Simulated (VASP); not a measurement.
A run of VASP 6.6.1:

INCAR

```
SYSTEM = I
PREC = Accurate ; ENCUT = 520
EDIFF = 1E-7 ; ISMEAR = 1
SIGMA = 0.15 ; LREAL = .FALSE.
LASPH = .TRUE. ; NELM = 60
ALGO = Normal ; ISIF = 2
LWAVE = .FALSE. ; LCHARG = .TRUE.
GGA = PS ; LELF = .TRUE.
LVHAR = .TRUE. ; NBANDS = 10
```

Contents of KPOINTS:

```
Automatic mesh
0
G
  11 11 11
  0 0 0
```

The input POSCAR:

```
I
1.0
    2.5911618003      0.0000000000      0.0000000000
    0.0000000000      2.5911618003      0.0000000000
    0.0000000000      0.0000000000      2.5911618003
I
1
Direct
    0.0000000000      0.0000000000      0.0000000000
```

Potentials or basis: VASP PAW PBE potentials, release 64 (I).

Run with:

```sh
$ cat potpaw_PBE.64/I/POTCAR > POTCAR
$ mpirun -np 1 vasp_std > vasp.out
```

Hardware: 1 thread of Intel(R) Xeon(R) Platinum 8259CL CPU @ 2.50GHz (Skylake/Cascade Lake), with other jobs on the host.

Estimate the wall time of this run.

Wall time 7.4 s on 1 thread of Intel(R) Xeon(R) Platinum 8259CL CPU @ 2.50GHz (Skylake/Cascade Lake) (shared host), peak memory 0.13 GiB. Counts: scf iterations 12, k points 56.
